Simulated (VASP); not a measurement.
Wanted: the native input for a VASP 6.6.1 run.

```
Task                   : relaxation of cell and atoms
Functional             : PBE
Potentials or basis    : VASP PAW PBE potentials, release 64 (Rb_sv, V_sv, Se)
Cutoff                 : 600 eV
k mesh                 : 8 × 8 × 6
Occupations            : gaussian, width 0.1 eV
Spin                   : no spin polarisation
Dipole correction      : no
Further INCAR settings : ALGO = Normal; EDIFF = 1e-06; IBRION = 2; EDIFFG = -0.01; NSW = 100; ISIF = 3
```

The structure of RbVSe3 lies in POSCAR:

```
RbVSe3
1.0
    4.7791929561      0.0000000000      0.0000000000
    0.0000000000      4.7791929561      0.0000000000
    0.0000000000      0.0000000000      6.1117360134
Rb V Se
1 1 3
Direct
    0.0000000000      0.0000000000      0.9937188834
    0.5000000000      0.5000000000      0.5806766414
    0.5000000000      0.5000000000      0.9425341880
    0.0000000000      0.5000000000      0.4715351436
    0.5000000000      0.0000000000      0.4715351436
```

The input as run:

INCAR

```
SYSTEM = RbVSe3
ALGO = Normal ; EDIFF = 1E-6
EDIFFG = -0.01 ; ENCUT = 600
GGA = PE ; IBRION = 2
ISIF = 3 ; ISMEAR = 0
LASPH = .TRUE. ; LCHARG = .FALSE.
LREAL = .FALSE. ; LWAVE = .FALSE.
NELM = 80 ; NSW = 100
PREC = Accurate ; SIGMA = 0.1
```

KPOINTS

```
k-points
0
G
  8 8 6
  0 0 0
```

Potentials or basis: VASP PAW PBE potentials, release 64 (Rb_sv, V_sv, Se).

Run with:

```bash
$ cat potpaw_PBE.64/Rb_sv/POTCAR potpaw_PBE.64/V_sv/POTCAR potpaw_PBE.64/Se/POTCAR > POTCAR
$ mpirun -np 1 vasp_std > vasp.out
```

It gave:

```yaml
Relaxed_volume: 29.00 Å³/atom
Relaxed_cell: a = 4.732 Å, b = 4.732 Å, c = 6.475 Å, α = 90.00°, β = 90.00°, γ = 90.00°
Space_group_after_relaxing_to_0.1_Å: P4mm (No. 99)
Energy_gained_by_relaxing: 1.5 meV/atom
Ionic_steps: 63
Pressure_after_relaxing: 0.0 GPa
Largest_force_after_relaxing: 0.007 eV/Å
Band_gap_on_the_k_mesh: zero (bands 20 and 21 overlap by 0.66 eV)
```

Caveat: the run has no spin polarisation, though such a crystal can be magnetic.

It took 88 min on 1 thread of Intel(R) Xeon(R) Platinum 8559C (Emerald Rapids) (shared host), peak memory 0.48 GiB.
